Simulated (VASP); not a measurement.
Crystal: NbSi2.

```
Nb Si
1.0
     4.81232    0.00000    0.00000
    -2.40616    4.16759    0.00000
     0.00000    0.00000    6.61496
Nb Si
3 6
Direct
  0.50000 0.00000 0.50000
  0.50000 0.50000 0.83333
  0.00000 0.50000 0.16667
  0.15920 0.31840 0.50000
  0.84080 0.15920 0.83333
  0.68160 0.84080 0.16667
  0.84080 0.68160 0.50000
  0.15920 0.84080 0.83333
  0.31840 0.15920 0.16667
```

```yaml
Program: VASP 6.6.1
Task: relaxation of cell and atoms
Functional: PBEsol
Potentials_or_basis: VASP PAW PBE potentials, release 64 (Nb_sv, Si)
Cutoff: 600 eV
k_mesh: 9 × 9 × 6
Occupations: gaussian, width 0.1 eV
Spin: no spin polarisation
```

At the start: pressure -4.4 GPa; volume 14.74 Å³/atom.

Question: How do energy, volume and symmetry change on relaxing?

Answer: Over 11 steps the energy falls by 5.1 meV/atom and the volume is 14.38 Å³/atom (-2.4 %); space group P6_222 (No. 180, to 0.05 Å).

The path:
```tsv
step	energy change (eV)	largest force (eV/Å)	pressure (GPa)	volume (Å³)
1	0.0000	0.0274	-4.37	132.67
2	0.0472	0.0236	6.96	125.10
3	-0.0446	0.0255	-0.03	129.49
4	-0.0446	0.0255	0.06	129.43
5	-0.0456	0.0216	0.07	129.37
6	-0.0456	0.0218	0.07	129.38
7	-0.0456	0.0220	0.07	129.38
8	-0.0457	0.0089	-0.05	129.47
9	-0.0457	0.0058	-0.09	129.49
10	-0.0457	0.0056	0.01	129.42
11	-0.0457	0.0016	-0.02	129.44
```

Final structure:
```
CELL_PARAMETERS angstrom
4.76861 0.00000 0.00000
-2.38431 4.12974 0.00000
0.00000 0.00000 6.57300
ATOMIC_POSITIONS crystal
Nb 0.50000 0.00000 0.50000
Nb 0.50000 0.50000 0.83333
Nb 0.00000 0.50000 0.16667
Si 0.15960 0.31920 0.50000
Si 0.84040 0.15960 0.83333
Si 0.68080 0.84040 0.16667
Si 0.84040 0.68080 0.50000
Si 0.15960 0.84040 0.83333
Si 0.31920 0.15960 0.16667
```

Caveat: the PAW data sets were made with another functional, which shifts forces and pressure a little.
